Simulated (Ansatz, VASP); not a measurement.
## AlCu6 in VASP and in Ansatz

INCAR

```
PREC = Accurate
ENCUT = 600
EDIFF = 1E-6
ISMEAR = 0
SIGMA = 0.1
LREAL = False
LASPH = True
NELM = 100
ALGO = Fast
ISIF = 3
LWAVE = False
LCHARG = False
GGA = PE
IBRION = 2
NSW = 100
EDIFFG = -0.01
```

The input KPOINTS:

```
regular mesh
0
Gamma
  8 8 8
```

Contents of POSCAR:

```
AlCu6
1.0
    0.0000000000      3.6100307714      3.6100307714
    3.6100307714      0.0000000000      3.6100307714
    3.6100307714      3.6100307714      0.0000000000
Al Cu
1 6
Direct
    0.5000000000      0.5000000000      0.5000000000
    0.5000000000      0.0000000000      0.0000000000
    0.0000000000      0.5000000000      0.5000000000
    0.0000000000      0.5000000000      0.0000000000
    0.5000000000      0.0000000000      0.5000000000
    0.0000000000      0.0000000000      0.5000000000
    0.5000000000      0.5000000000      0.0000000000
```

Input for Ansatz:

```yaml
crystal:
  lattice:
    - [0.0, 3.6100307714, 3.6100307714]
    - [3.6100307714, 0.0, 3.6100307714]
    - [3.6100307714, 3.6100307714, 0.0]
  atoms:
    - { symbol: Al, position: [0.5, 0.5, 0.5] }
    - { symbol: Cu, position: [0.5, 0.0, 0.0] }
    - { symbol: Cu, position: [0.0, 0.5, 0.5] }
    - { symbol: Cu, position: [0.0, 0.5, 0.0] }
    - { symbol: Cu, position: [0.5, 0.0, 0.5] }
    - { symbol: Cu, position: [0.0, 0.0, 0.5] }
    - { symbol: Cu, position: [0.5, 0.5, 0.0] }
basis:
  ecutwfc: 420
kpoints:
  mp_grid: { grid: [8, 8, 8] }
hamiltonian:
  xc: pbe
scf:
  occupations: { method: gaussian, width: 0.1 }
output:
  forces: true
  stress: true
  eigenvalues: true
relax:
  adjacent_minimum: "off"
  f_tol: 0.01
  max_steps: 80
  cell: { stress_tol: 0.05 }
```

Alike in both runs: task relaxation of cell and atoms; functional PBE; k mesh 8 × 8 × 8; occupations gaussian, width 0.1 eV; no spin polarisation.

|  | VASP | Ansatz |
| --- | --- | --- |
| version | VASP 6.6.1 | Ansatz 0.2.0 |
| potentials or method | VASP PAW PBE potentials, release 64 (Al, Cu), cutoff 600 eV | scalar-relativistic, plane waves, PAW |
| valence electrons in the cell | 69 | 117 |

VASP gave:

```
gap on the k mesh at the Fermi level, each at its own relaxed structure (eV) : none
relaxed volume (Å³/atom)                                                     : 13.44
relaxed cell length with the largest relative difference (Å)                 : 5.105
```

Task: Which values does Ansatz return?

Result: gap on the k mesh at the Fermi level, each at its own relaxed structure (eV): none; relaxed volume (Å³/atom): 13.45; relaxed cell length with the largest relative difference (Å): 5.106.

A gap of «none» marks a metal or a gap that the smearing closes. VASP's potentials hold 69 valence electrons a cell and Ansatz's 117, so a difference there can come from the potentials and not from the codes.

Noted on VASP's run: the relaxation stopped at its first step, so nothing moved.
